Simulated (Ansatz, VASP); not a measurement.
# One calculation of GaSb, two programs

```
Ga Sb
1.0
     0.00000    3.05193    3.05193
     3.05193    0.00000    3.05193
     3.05193    3.05193    0.00000
Ga Sb
1 1
Cartesian
  0.0000 0.0000 0.0000
  1.5260 1.5260 1.5260
```

Alike in both runs: task single point; functional r2SCAN; dispersion rVV10; k mesh 8 × 8 × 8; occupations fermi-dirac, width 0.03 eV; no spin polarisation.

```csv
,VASP,Ansatz
version,VASP 6.6.1,Ansatz 0.2.0
potentials or method,"VASP PAW PBE potentials, release 64 (Ga_d, Sb_d_GW)","plane waves, PAW"
plane-wave cutoff (eV),550,500
valence electrons in the cell,28,28
```

|  | VASP | Ansatz | Ansatz less VASP |
| --- | --- | --- | --- |
| pressure (GPa) | 0.0 | 0.0 | -0.03 |

VASP's potentials were made for PBE, not for r2SCAN.

Neither program's run includes spin-orbit coupling.
